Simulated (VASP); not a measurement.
# ZnAs2C (I-42d) in VASP: single point with r2SCAN+rVV10

Aim: the single point of ZnAs2C with r2SCAN+rVV10.

Everything below comes from runs of VASP 6.6.1. Logs are shortened: lines on timing, memory, paths and dates and some standing lists are left out, and cuts for length are marked.

### 1 The cell of the first run

The structure is tetragonal, space group I-42d (No. 122). The conventional cell has a = 5.249 Å, b = 5.249 Å, c = 9.532 Å, α = 90.00°, β = 90.00°, γ = 90.00°. Within 3.2 Å of Zn (site symmetry -4) lie 4 As at 2.40 Å. Within 2.7 Å of As (site symmetry 2) lie 2 C at 2.04 Å and 2 Zn at 2.40 Å. C (site symmetry -4) has 4 As at 2.04 Å within 2.7 Å.

### 2 Single point, r2SCAN+rVV10

Input file POSCAR:

```
ZnAs2C
1.0
   -2.6246477934      2.6246477934      4.7659778589
    2.6246477934     -2.6246477934      4.7659778589
    2.6246477934      2.6246477934     -4.7659778589
Zn As C
2 4 2
Direct
    0.0000000000      0.0000000000      0.0000000000
    0.7500000000      0.2500000000      0.5000000000
    0.3750000000      0.4329496543      0.5579496543
    0.1829496543      0.6250000000      0.0579496543
    0.8750000000      0.8170503457      0.4420503457
    0.5670503457      0.1250000000     -0.0579496543
    0.5000000000      0.5000000000      0.0000000000
    0.2500000000      0.7500000000      0.5000000000
```

Input file INCAR.step1:

```
ALGO = Normal
EDIFF = 1E-4
ENCUT = 520
GGA = PE
ISMEAR = -1
LASPH = T
LCHARG = F
LREAL = F
LWAVE = T
NBANDS = 36
NELM = 80
PREC = Accurate
SIGMA = 0.03
```

Input file INCAR.step2:

```
ALGO = Normal
BPARAM = 11.95
CPARAM = 0.0093
EDIFF = 1E-7
ENCUT = 520
ISIF = 2
ISMEAR = -1
ISTART = 1
IVDW_NL = 2
LASPH = T
LCHARG = F
LMIXTAU = T
LREAL = F
LUSE_VDW = T
LWAVE = F
METAGGA = R2SCAN
NBANDS = 36
NELM = 80
PREC = Accurate
SIGMA = 0.03
```

Input file KPOINTS:

```
k-points
0
Gamma
  6 6 6
```

Potentials or basis: VASP PAW PBE potentials, release 64 (Zn, As, C).

On the command line:

```sh
cat potpaw_PBE.64/Zn/POTCAR potpaw_PBE.64/As/POTCAR potpaw_PBE.64/C/POTCAR > POTCAR
cp INCAR.step1 INCAR
mpirun -np 1 vasp_std > vasp.out
cp INCAR.step2 INCAR
mpirun -np 1 vasp_std > vasp.out
```

OUTCAR:

```text
BPARAM = 11.95
   EDIFF = 1E-7
   ENCUT = 520
   ISIF = 2
   ISMEAR = -1
   ISTART = 1
   IVDW_NL = 2
   LASPH = T
   LREAL = F
   METAGGA = R2SCAN
   NELM = 80
   PREC = Accurate

 ion  position               nearest neighbor table
   1  0.000  0.000  0.000-   4 2.40   6 2.40   5 2.40   3 2.40
   2  0.750  0.250  0.500-   3 2.40   5 2.40   6 2.40   4 2.40
   3  0.375  0.433  0.558-   8 2.04   7 2.04   2 2.40   1 2.40
   4  0.183  0.625  0.058-   7 2.04   8 2.04   1 2.40   2 2.40
   5  0.875  0.817  0.442-   7 2.04   8 2.04   1 2.40   2 2.40
   6  0.567  0.125  0.942-   7 2.04   8 2.04   2 2.40   1 2.40
   7  0.500  0.500  0.000-   4 2.04   5 2.04   6 2.04   3 2.04
   8  0.250  0.750  0.500-   3 2.04   5 2.04   6 2.04   4 2.04

  LATTYP: Found a body centered tetragonal cell.
 ALAT       =     5.2492955868
 C/A-ratio  =     1.8158542532

  Lattice vectors:

 A1 = (  -2.6246477934,   2.6246477934,   4.7659778589)
 A2 = (   2.6246477934,  -2.6246477934,   4.7659778589)
 A3 = (   2.6246477934,   2.6246477934,  -4.7659778589)

Analysis of symmetry for initial positions (statically):
=====================================================================
 Subroutine PRICEL returns:
 Original cell was already a primitive cell.

 Routine SETGRP: Setting up the symmetry group for a
 body centered tetragonal supercell.

 Subroutine GETGRP returns: Found  8 space group operations
 (whereof  4 operations were pure point group operations)
 out of a pool of 16 trial point group operations.

The static configuration has the point symmetry S_4 .
 The point group associated with its full space group is D_2d.

Analysis of symmetry for dynamics (positions and initial velocities):
=====================================================================
 Subroutine PRICEL returns:
 Original cell was already a primitive cell.

 Routine SETGRP: Setting up the symmetry group for a
 body centered tetragonal supercell.

 Subroutine GETGRP returns: Found  8 space group operations
 (whereof  4 operations were pure point group operations)
 out of a pool of 16 trial point group operations.

The dynamic configuration has the point symmetry S_4 .
 The point group associated with its full space group is D_2d.

 Subroutine INISYM returns: Found  8 space group operations
 (whereof  4 operations are pure point group operations),
 and found     1 'primitive' translations

[... 112 lines left out ...]
   ISIF   =      2    stress and relaxation
   ISYM   =      2    0-nonsym 1-usesym 2-fastsym
   POTIM  = 0.5000    time-step for ionic-motion
   TEBEG  =    0.0;   TEEND  =   0.0 temperature during run
   PSTRESS=    0.0 pullay stress
   NELECT =      52.0000    total number of electrons
   NUPDOWN=      -1.0000    fix difference up-down
   EMIN   =  10.00;   EMAX   =-10.00  energy-range for DOS
   EFERMI =   0.00;   METHOD = LEGACY
   ISMEAR =    -1;   SIGMA  =   0.03  broadening in eV -4-tet -1-fermi 0-gaus
   EFERMI_NEDOS =   21; number of points for ismear=-14 and -15
   IALGO  =     38    algorithm
   IMIX   =      4    mixing-type and parameters
     AMIX     =   0.40;   BMIX     =  1.00
     AMIX_MAG =   1.60;   BMIX_MAG =  1.00
  volume/ion in A,a.u.               =      16.42       110.78
  Fermi-wavevector in a.u.,A,eV,Ry     =   1.202148  2.271730 19.662591  1.445160
  Thomas-Fermi vector in A             =   2.337937
   LORBIT       =      0    0 simple, 1 ext, 2 COOP (PROOUT), +10 PAW based schemes
   METAGGA = R2SCAN    functional components
   LHFCALC =     F    Hartree Fock is set to
   AEXX    =    0.0000 exact exchange contribution
   IVDW_NL    =     2    kernel type
   BPARAM     =11.9500
   IVDW    =     0    specifies the selected vdW correction
   LEPSILON=     F    determine dielectric tensor
   LRPA    =     F    only Hartree local field effects (RPA)
 non-spin polarized calculation
  energy-cutoff  :      520.00
  volume of cell :      131.33
 maximum number of plane-waves:      3560
 NGX is ok and might be reduce to    48
   NGX = 23   NGY = 23   NGZ = 23

 number of electron      51.9999992 magnetization

 Free energy of the ion-electron system (eV)
  ---------------------------------------------------
  ext. energy  EPLUGINS =         0.00000000
  ---------------------------------------------------
  free energy    TOTEN  =       -91.93487958 eV

  energy without entropy =      -91.93487958  energy(sigma->0) =      -91.93487958

 E-fermi :   5.0972     XC(G=0): -11.0416

 val. band max:        4.6161197441   @ k =   0.0000   0.0000   0.0000
 cond. band min:       5.5790026388   @ k =   0.0000   0.0000   0.0000
 fundamental gap:      0.9628828947
 Fermi energy:         5.0971875342

 k-point     1 :       0.0000    0.0000    0.0000
  band No.  band energies     occupation
      1     -11.8742      2.00000
      2      -8.4034      2.00000
      3      -7.0979      2.00000
      4      -7.0979      2.00000
      5      -7.0738      2.00000
      6      -3.8695      2.00000
[... 925 lines left out ...]
     35      10.1314      0.00000
     36      10.7724      0.00000

 [... further k-points ...]

------------------------ aborting loop because EDIFF is reached ----------------------------------------

  FORCE on cell =-STRESS in cart. coord.  units (eV):
  Direction    XX          YY          ZZ          XY          YZ          ZX
  --------------------------------------------------------------------------------------
  -------------------------------------------------------------------------------------
  Total        0.3059813      0.3059813      0.2744487      0.0000000     -0.0000000      0.0000000
  in kB        3.7329433      3.7329433      3.3482482      0.0000000     -0.0000000      0.0000000
  external PRESSURE =       3.6047116 kB  Pullay stress =       0.0000000 kB

 VOLUME and BASIS-vectors are now :
 -----------------------------------------------------------------------------
  energy-cutoff  :      520.00
  volume of cell :      131.33
      direct lattice vectors                 reciprocal lattice vectors
    -2.624647793  2.624647793  4.765977859     0.000000000  0.190501751  0.104910265
     2.624647793 -2.624647793  4.765977859     0.190501751  0.000000000  0.104910265
     2.624647793  2.624647793 -4.765977859     0.190501751  0.190501751  0.000000000

 POSITION                                       TOTAL-FORCE (eV/Angst)
 -----------------------------------------------------------------------------------
      0.00000      0.00000      0.00000        -0.000000     -0.000000     -0.000000
     -0.00000      2.62465      2.38299        -0.000000      0.000000     -0.000000
      1.61652      1.31232      1.19149        -0.015817      0.000000     -0.000000
      1.31232     -1.00813      3.57448        -0.000000     -0.015817     -0.000000
      1.00813      1.31232      5.95747         0.015817      0.000000      0.000000
      1.31232      3.63278     -1.19149        -0.000000      0.015817      0.000000
      0.00000      0.00000      4.76598        -0.000000      0.000000      0.000000
      2.62465     -0.00000      2.38299        -0.000000      0.000000      0.000000
 -----------------------------------------------------------------------------------
    total drift:                               -0.000024     -0.000024     -0.000350

  FREE ENERGIE OF THE ION-ELECTRON SYSTEM (eV)
  ---------------------------------------------------
  free  energy   TOTEN  =       -91.9348795804 eV

  energy  without entropy=      -91.9348795793  energy(sigma->0) =      -91.93487958
```

OUTCAR.step1:

```text
EDIFF = 1E-4
   ENCUT = 520
   GGA = PE
   ISMEAR = -1
   LASPH = T
[... 1182 lines left out ...]
      1.00813      1.31232      5.95747        -0.063030      0.000000     -0.000000
      1.31232      3.63278     -1.19149        -0.000000     -0.063030     -0.000000
      0.00000      0.00000      4.76598        -0.000000      0.000000      0.000000
      2.62465     -0.00000      2.38299        -0.000000      0.000000      0.000000
 -----------------------------------------------------------------------------------
    total drift:                                0.000005      0.000005     -0.000002

  FREE ENERGIE OF THE ION-ELECTRON SYSTEM (eV)
  ---------------------------------------------------
  free  energy   TOTEN  =       -35.5093418337 eV

  energy  without entropy=      -35.5093418126  energy(sigma->0) =      -35.50934182
```

OSZICAR.step1:

```text
N       E                     dE             d eps       ncg     rms          rms(c)
DAV:   1     0.368983809296E+03    0.36898E+03   -0.23098E+04  2160   0.156E+03
DAV:   2     0.731812812889E+01   -0.36167E+03   -0.34442E+03  2232   0.356E+02
DAV:   3    -0.359029235364E+02   -0.43221E+02   -0.42162E+02  2612   0.118E+02
DAV:   4    -0.376621045460E+02   -0.17592E+01   -0.17407E+01  2572   0.230E+01
DAV:   5    -0.376950524725E+02   -0.32948E-01   -0.32873E-01  2628   0.329E+00    0.109E+01
DAV:   6    -0.354464798574E+02    0.22486E+01   -0.64652E+00  3720   0.503E+01    0.657E+00
DAV:   7    -0.355573765907E+02   -0.11090E+00   -0.29589E+00  2568   0.125E+01    0.357E+00
DAV:   8    -0.355239637209E+02    0.33413E-01   -0.38079E-01  2764   0.311E+00    0.146E+00
DAV:   9    -0.355111541553E+02    0.12810E-01   -0.86237E-02  2544   0.155E+00    0.428E-01
DAV:  10    -0.355089918810E+02    0.21623E-02   -0.22485E-02  2936   0.730E-01    0.165E-01
DAV:  11    -0.355093684570E+02   -0.37658E-03   -0.32336E-03  2496   0.293E-01    0.458E-02
DAV:  12    -0.355093418337E+02    0.26623E-04   -0.17328E-04  1848   0.962E-02
   1 F= -.35509342E+02 E0= -.35509342E+02  d E =-.210935E-07
```

Wall time 20 min (1 thread of Intel Xeon Platinum 8259CL at 2.50GHz (Skylake/Cascade Lake), shared host); peak memory 0.83 GiB.

Results:

* Free energy: -91.9349 eV
* Pressure: 0.4 GPa
* Largest force: 0.016 eV/Å
* Band gap on the k mesh: 0.96 eV

Forces in eV/Å, atoms in the order of the input:
```
Zn   0.000  0.000  0.000
Zn   0.000  0.000  0.000
As  -0.016  0.000  0.000
As   0.000 -0.016  0.000
As   0.016  0.000  0.000
As   0.000  0.016  0.000
C    0.000  0.000  0.000
C    0.000  0.000  0.000
```

Caveat: the PAW data sets were made with another functional, which shifts forces and pressure a little.
